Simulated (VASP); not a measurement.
# InP (F-43m) in VASP: notebook

Runs on InP. Level: LDA. Tasks: single point.

Everything below comes from runs of VASP 6.6.1. Logs are shortened: lines on timing, memory, paths and dates and some standing lists are left out, and cuts for length are marked.

### Step 1. The cell of the first run

It takes space group F-43m (No. 216, cubic). Conventional cell: a = 5.906 Å, b = 5.906 Å, c = 5.906 Å, α = 90.00°, β = 90.00°, γ = 90.00°. In (site symmetry -43m) has 4 P at 2.56 Å within 3.4 Å. P (site symmetry -43m) has 4 In at 2.56 Å within 3.4 Å.

### Step 2. Single point, LDA

Contents of INCAR:

```
  PREC = Accurate
  ENCUT = 520
  EDIFF = 1E-7
  ISMEAR = 0
  SIGMA = 0.05
  LREAL = False
  LASPH = True
  NELM = 80
  ALGO = Normal
  ISIF = 2
  LWAVE = False
  LCHARG = False
  NBANDS = 16
```

Contents of KPOINTS:

```
regular mesh
0
Gamma
  6 6 6
```

Contents of POSCAR:

```
InP
1.0
    0.0000000000      2.9531466269      2.9531466269
    2.9531466269      0.0000000000      2.9531466269
    2.9531466269      2.9531466269      0.0000000000
In P
1 1
Direct
    0.0000000000      0.0000000000      0.0000000000
    0.2500000000      0.2500000000      0.2500000000
```

Potentials or basis: VASP PAW LDA potentials, release 64 (In_d, P).

Launch:

```bash
cat potpaw_LDA.64/In_d/POTCAR potpaw_LDA.64/P/POTCAR > POTCAR
mpirun -np 1 vasp_std > vasp.out
```

OUTCAR:

```text
PREC = Accurate
   ENCUT = 520
   EDIFF = 1E-7
   ISMEAR = 0
   LREAL = False
   LASPH = True
   NELM = 80
   ISIF = 2

 ion  position               nearest neighbor table
   1  0.000  0.000  0.000-   2 2.56   2 2.56   2 2.56   2 2.56
   2  0.250  0.250  0.250-   1 2.56   1 2.56   1 2.56   1 2.56

  LATTYP: Found a face centered cubic cell.
 ALAT       =     5.9062932538

  Lattice vectors:

 A1 = (   0.0000000000,   2.9531466269,   2.9531466269)
 A2 = (   2.9531466269,   0.0000000000,   2.9531466269)
 A3 = (   2.9531466269,   2.9531466269,   0.0000000000)

Analysis of symmetry for initial positions (statically):
=====================================================================
 Subroutine PRICEL returns:
 Original cell was already a primitive cell.

 Routine SETGRP: Setting up the symmetry group for a
 face centered cubic supercell.

 Subroutine GETGRP returns: Found 24 space group operations
 (whereof 24 operations were pure point group operations)
 out of a pool of 48 trial point group operations.

The static configuration has the point symmetry T_d .

Analysis of symmetry for dynamics (positions and initial velocities):
=====================================================================
 Subroutine PRICEL returns:
 Original cell was already a primitive cell.

 Routine SETGRP: Setting up the symmetry group for a
 face centered cubic supercell.

 Subroutine GETGRP returns: Found 24 space group operations
 (whereof 24 operations were pure point group operations)
 out of a pool of 48 trial point group operations.

The dynamic configuration has the point symmetry T_d .

 Subroutine INISYM returns: Found 24 space group operations
 (whereof 24 operations are pure point group operations),
 and found     1 'primitive' translations

----------------------------------------------------------------------------------------

                                     Primitive cell

  volume of cell :      51.5092

  direct lattice vectors                    reciprocal lattice vectors
     0.000000000  2.953146627  2.953146627    -0.169310929  0.169310929  0.169310929
     2.953146627  0.000000000  2.953146627     0.169310929 -0.169310929  0.169310929
     2.953146627  2.953146627  0.000000000     0.169310929  0.169310929 -0.169310929

  length of vectors
     4.176380011  4.176380011  4.176380011     0.293255132  0.293255132  0.293255132

  position of ions in fractional coordinates (direct lattice)
     0.000000000  0.000000000  0.000000000
     0.250000000  0.250000000  0.250000000

  ion indices of the primitive-cell ions
   primitive index   ion index
                 1           1
                 2           2

----------------------------------------------------------------------------------------

 KPOINTS: regular mesh

Automatic generation of k-mesh.
 Grid dimensions read from file:
 generate k-points for:    6    6    6

 Generating k-lattice:

  Cartesian coordinates                     Fractional coordinates (reciprocal lattice)
    -0.028218488  0.028218488  0.028218488     0.166666667  0.000000000  0.000000000
     0.028218488 -0.028218488  0.028218488     0.000000000  0.166666667  0.000000000
     0.028218488  0.028218488 -0.028218488     0.000000000  0.000000000  0.166666667

  Length of vectors
     0.048875855  0.048875855  0.048875855

  Shift w.r.t. Gamma in fractional coordinates (k-lattice)
     0.000000000  0.000000000  0.000000000

 Subroutine IBZKPT returns following result:
 ===========================================

 Found     16 irreducible k-points:

 Following reciprocal coordinates:
            Coordinates               Weight
  0.000000  0.000000  0.000000      1.000000
  0.166667  0.000000  0.000000      8.000000
  0.333333  0.000000  0.000000      8.000000
  0.500000  0.000000  0.000000      4.000000
  0.166667  0.166667  0.000000      6.000000
  0.333333  0.166667  0.000000     24.000000
[... 8 lines left out ...]
 -0.333333  0.333333  0.166667     24.000000
 -0.333333  0.500000  0.166667     12.000000
   k-points           NKPTS =     16   k-points in BZ     NKDIM =     16   number of bands    NBANDS=     16
   number of dos      NEDOS =    301   number of ions     NIONS =      2
   total plane-waves  NPLWV =  32768
   dimension x,y,z NGX =    32 NGY =   32 NGZ =   32
   dimension x,y,z NGXF=    64 NGYF=   64 NGZF=   64
   ions per type =               1   1
   NGX,Y,Z   is equivalent  to a cutoff of  12.74, 12.74, 12.74 a.u.
   NGXF,Y,Z  is equivalent  to a cutoff of  25.48, 25.48, 25.48 a.u.
 SYSTEM =  unknown system
   PREC   = accura    normal or accurate (medium, high low for compatibility)
   ISTART =      0    job   : 0-new  1-cont  2-samecut
   ICHARG =      2    charge: 1-file 2-atom 10-const
   ISPIN  =      1    spin polarized calculation?
   LNONCOLLINEAR =      F non collinear calculations
   LSORBIT =      F    spin-orbit coupling
   LASPH  =      T    aspherical Exc in radial PAW
   ENCUT  =  520.0 eV  38.22 Ry    6.18 a.u.   7.77  7.77  7.77*2*pi/ulx,y,z
   NELM   =     80;   NELMIN=  2; NELMDL= -5     # of ELM steps
   EDIFF  = 0.1E-06   stopping-criterion for ELM
   LREAL  =      F    real-space projection
   EDIFFG = 0.1E-05   stopping-criterion for IOM
   NSW    =      0    number of steps for IOM
   IBRION =     -1    ionic relax: 0-MD 1-quasi-New 2-CG
   NFREE  =      0    steps in history (QN), initial steepest desc. (CG)
   ISIF   =      2    stress and relaxation
   ISYM   =      2    0-nonsym 1-usesym 2-fastsym
   POTIM  = 0.5000    time-step for ionic-motion
   TEBEG  =    0.0;   TEEND  =   0.0 temperature during run
   PSTRESS=    0.0 pullay stress
   NELECT =      18.0000    total number of electrons
   NUPDOWN=      -1.0000    fix difference up-down
   EMIN   =  10.00;   EMAX   =-10.00  energy-range for DOS
   EFERMI =   0.00;   METHOD = LEGACY
   ISMEAR =     0;   SIGMA  =   0.05  broadening in eV -4-tet -1-fermi 0-gaus
   EFERMI_NEDOS =   21; number of points for ismear=-14 and -15
   IALGO  =     38    algorithm
   IMIX   =      4    mixing-type and parameters
     AMIX     =   0.40;   BMIX     =  1.00
     AMIX_MAG =   1.60;   BMIX_MAG =  1.00
  volume/ion in A,a.u.               =      25.75       173.80
  Fermi-wavevector in a.u.,A,eV,Ry     =   1.153110  2.179062 18.091152  1.329662
  Thomas-Fermi vector in A             =   2.289756
   LORBIT       =      0    0 simple, 1 ext, 2 COOP (PROOUT), +10 PAW based schemes
   GGA     = CA    functional components
   LHFCALC =     F    Hartree Fock is set to
   AEXX    =    0.0000 exact exchange contribution
   IVDW    =     0    specifies the selected vdW correction
   LEPSILON=     F    determine dielectric tensor
   LRPA    =     F    only Hartree local field effects (RPA)
 non-spin polarized calculation
 Gauss-broadening in eV      SIGMA  =   0.05
  energy-cutoff  :      520.00
  volume of cell :       51.51
 maximum number of plane-waves:      1411
   NGX = 15   NGY = 15   NGZ = 15

 number of electron      18.0000008 magnetization

 Free energy of the ion-electron system (eV)
  ---------------------------------------------------
  ext. energy  EPLUGINS =         0.00000000
  ---------------------------------------------------
  free energy    TOTEN  =        -9.64303558 eV

  energy without entropy =       -9.64303558  energy(sigma->0) =       -9.64303558

 E-fermi :   4.9589     XC(G=0):  -9.5101

 val. band max:        4.7642670806   @ k =   0.0000   0.0000   0.0000
 cond. band min:       5.1459439568   @ k =   0.0000   0.0000   0.0000
 fundamental gap:      0.3816768762
 Fermi energy:         4.9589098204

 k-point     1 :       0.0000    0.0000    0.0000
  band No.  band energies     occupation
      1      -9.3844      2.00000
      2      -9.3844      2.00000
      3      -9.3844      2.00000
      4      -9.2411      2.00000
      5      -9.2411      2.00000
      6      -6.6258      2.00000
[... 8 lines left out ...]
     15      14.1721      0.00000
     16      14.1721      0.00000

 k-point     2 :       0.1667    0.0000    0.0000
  band No.  band energies     occupation
      1      -9.4130      2.00000
      2      -9.3727      2.00000
      3      -9.3727      2.00000
      4      -9.2406      2.00000
      5      -9.2406      2.00000
      6      -6.3215      2.00000
[... 8 lines left out ...]
     15      13.3041      0.00000
     16      13.9051      0.00000

 k-point     3 :       0.3333    0.0000    0.0000
  band No.  band energies     occupation
      1      -9.4669      2.00000
      2      -9.3542      2.00000
      3      -9.3542      2.00000
      4      -9.2347      2.00000
      5      -9.2347      2.00000
      6      -5.5343      2.00000
[... 8 lines left out ...]
     15      13.7583      0.00000
     16      13.7583      0.00000

 k-point     4 :       0.5000    0.0000    0.0000
  band No.  band energies     occupation
      1      -9.4923      2.00000
      2      -9.3479      2.00000
      3      -9.3479      2.00000
      4      -9.2285      2.00000
      5      -9.2285      2.00000
      6      -4.9474      2.00000
[... 8 lines left out ...]
     15      15.3030      0.00000
     16      15.3030      0.00000

 k-point     5 :       0.1667    0.1667    0.0000
  band No.  band energies     occupation
      1      -9.4339      2.00000
      2      -9.3608      2.00000
      3      -9.3608      2.00000
      4      -9.2511      2.00000
      5      -9.2328      2.00000
      6      -6.2212      2.00000
[... 8 lines left out ...]
     15      14.4240      0.00000
     16      14.8755      0.00000

 k-point     6 :       0.3333    0.1667    0.0000
  band No.  band energies     occupation
      1      -9.4760      2.00000
      2      -9.3442      2.00000
      3      -9.3393      2.00000
      4      -9.2556      2.00000
      5      -9.2257      2.00000
      6      -5.5864      2.00000
[... 8 lines left out ...]
     15      14.6581      0.00000
     16      15.2488      0.00000

 k-point     7 :       0.5000    0.1667    0.0000
  band No.  band energies     occupation
      1      -9.4997      2.00000
      2      -9.3404      2.00000
      3      -9.3310      2.00000
      4      -9.2450      2.00000
      5      -9.2254      2.00000
      6      -4.8313      2.00000
[... 8 lines left out ...]
     15      15.3598      0.00000
     16      15.4606      0.00000

 k-point     8 :      -0.3333    0.1667    0.0000
  band No.  band energies     occupation
      1      -9.4884      2.00000
      2      -9.3435      2.00000
      3      -9.3381      2.00000
      4      -9.2385      2.00000
      5      -9.2343      2.00000
      6      -5.0429      2.00000
[... 8 lines left out ...]
     15      14.5176      0.00000
     16      15.7122      0.00000

 k-point     9 :      -0.1667    0.1667    0.0000
  band No.  band energies     occupation
      1      -9.4496      2.00000
      2      -9.3590      2.00000
      3      -9.3539      2.00000
      4      -9.2460      2.00000
      5      -9.2340      2.00000
      6      -5.8499      2.00000
[... 8 lines left out ...]
     15      14.0407      0.00000
     16      15.3714      0.00000

 k-point    10 :       0.3333    0.3333    0.0000
  band No.  band energies     occupation
      1      -9.5179      2.00000
      2      -9.3119      2.00000
      3      -9.3119      2.00000
      4      -9.2756      2.00000
      5      -9.2163      2.00000
      6      -5.1621      2.00000
[... 8 lines left out ...]
     15      15.0711      0.00000
     16      17.7299      0.00000

 k-point    11 :       0.5000    0.3333    0.0000
  band No.  band energies     occupation
      1      -9.5333      2.00000
      2      -9.3089      2.00000
      3      -9.2998      2.00000
      4      -9.2739      2.00000
      5      -9.2156      2.00000
      6      -4.5213      2.00000
[... 8 lines left out ...]
     15      15.5441      0.00000
     16      16.5588      0.00000

 k-point    12 :      -0.3333    0.3333    0.0000
  band No.  band energies     occupation
      1      -9.5145      2.00000
      2      -9.3277      2.00000
      3      -9.3101      2.00000
      4      -9.2546      2.00000
      5      -9.2298      2.00000
      6      -4.4497      2.00000
[... 8 lines left out ...]
     15      13.8664      0.00000
     16      17.6327      0.00000

 k-point    13 :       0.5000    0.5000    0.0000
  band No.  band energies     occupation
      1      -9.5550      2.00000
      2      -9.2890      2.00000
      3      -9.2867      2.00000
      4      -9.2867      2.00000
      5      -9.2081      2.00000
      6      -4.3027      2.00000
[... 8 lines left out ...]
     15      15.5276      0.00000
     16      16.4322      0.00000

 k-point    14 :       0.5000    0.3333    0.1667
  band No.  band energies     occupation
      1      -9.5048      2.00000
      2      -9.3338      2.00000
      3      -9.3161      2.00000
      4      -9.2595      2.00000
      5      -9.2240      2.00000
      6      -4.9187      2.00000
[... 8 lines left out ...]
     15      15.6234      0.00000
     16      16.3328      0.00000

 k-point    15 :      -0.3333    0.3333    0.1667
  band No.  band energies     occupation
      1      -9.5134      2.00000
      2      -9.3345      2.00000
      3      -9.3059      2.00000
      4      -9.2544      2.00000
      5      -9.2285      2.00000
      6      -4.4487      2.00000
[... 8 lines left out ...]
     15      15.6113      0.00000
     16      16.1739      0.00000

 k-point    16 :      -0.3333    0.5000    0.1667
  band No.  band energies     occupation
      1      -9.5319      2.00000
      2      -9.3173      2.00000
      3      -9.2936      2.00000
      4      -9.2681      2.00000
      5      -9.2205      2.00000
      6      -4.2470      2.00000
[... 8 lines left out ...]
     15      15.8913      0.00000
     16      16.5333      0.00000

------------------------ aborting loop because EDIFF is reached ----------------------------------------

  FORCE on cell =-STRESS in cart. coord.  units (eV):
  Direction    XX          YY          ZZ          XY          YZ          ZX
  --------------------------------------------------------------------------------------
  -------------------------------------------------------------------------------------
  Total       -0.8484863     -0.8484863     -0.8484863      0.0000000     -0.0000000     -0.0000000
  in kB      -26.3918831    -26.3918831    -26.3918831      0.0000000     -0.0000000     -0.0000000
  external PRESSURE =     -26.3918831 kB  Pullay stress =       0.0000000 kB

 VOLUME and BASIS-vectors are now :
 -----------------------------------------------------------------------------
  energy-cutoff  :      520.00
  volume of cell :       51.51
      direct lattice vectors                 reciprocal lattice vectors
     0.000000000  2.953146627  2.953146627    -0.169310929  0.169310929  0.169310929
     2.953146627  0.000000000  2.953146627     0.169310929 -0.169310929  0.169310929
     2.953146627  2.953146627  0.000000000     0.169310929  0.169310929 -0.169310929

 POSITION                                       TOTAL-FORCE (eV/Angst)
 -----------------------------------------------------------------------------------
      0.00000      0.00000      0.00000        -0.000000     -0.000000     -0.000000
      1.47657      1.47657      1.47657         0.000000      0.000000      0.000000
 -----------------------------------------------------------------------------------
    total drift:                               -0.000000     -0.000000     -0.000000

  FREE ENERGIE OF THE ION-ELECTRON SYSTEM (eV)
  ---------------------------------------------------
  free  energy   TOTEN  =        -9.6430355828 eV

  energy  without entropy=       -9.6430355826  energy(sigma->0) =       -9.64303558
```

Run time: 34 s. Hardware: 1 thread of AMD EPYC 7R43 (Zen 3), shared host; peak memory 0.12 GiB.

What came out:

```
Free energy            : -9.6430 eV
Pressure               : -2.6 GPa
Band gap on the k mesh : 0.38 eV, direct
```

Caveat: spin-orbit coupling is left out, which moves the levels of the heavy elements.

### Step 3. Single point, LDA (volume scaled by 1.000 of the coarse rest volume)

Contents of INCAR:

```
ALGO = Normal
EDIFF = 1E-6
ENCUT = 520
ISIF = 2
ISMEAR = 0
LASPH = T
LCHARG = F
LREAL = F
LWAVE = F
NBANDS = 16
NELM = 100
PREC = Accurate
SIGMA = 0.02
```

Contents of KPOINTS:

```
k-points
0
Gamma
  8 8 8
```

Contents of POSCAR:

```
InP
1.0
    0.0000000000      2.9132000000      2.9132000000
    2.9132000000      0.0000000000      2.9132000000
    2.9132000000      2.9132000000      0.0000000000
In P
1 1
Direct
    0.0000000000      0.0000000000      0.0000000000
    0.2500000000      0.2500000000      0.2500000000
```

Potentials or basis: VASP PAW LDA potentials, release 64 (In_d, P).

Launch:

```bash
cat potpaw_LDA.64/In_d/POTCAR potpaw_LDA.64/P/POTCAR > POTCAR
mpirun -np 1 vasp_std > vasp.out
```

Wall time 46 s (1 thread of AMD EPYC 7R43 (Zen 3), shared host); peak memory 0.12 GiB.

It converged, with:

* Free energy: -9.6721 eV
* Pressure: 0.0 GPa
* Band gap on the k mesh: 0.61 eV, direct

Levels at points of the mesh, in eV from the valence-band top:
```csv
k point,band 5,band 6,band 7,band 8,band 9,band 10,band 11,band 12,band 13,band 14
"(0.00, 0.00, 0.00)",-14.06,-11.67,0.00,0.00,0.00,0.61,3.96,3.96,3.96,8.37
"(0.50, 0.00, 0.00)",-14.05,-9.86,-5.93,-1.02,-1.02,1.37,4.70,4.70,6.93,9.32
"(0.50, 0.50, 0.00)",-14.02,-9.17,-5.94,-2.42,-2.42,1.57,2.12,9.10,9.55,9.55
```

Caveat: spin-orbit coupling is left out, which moves the levels of the heavy elements.
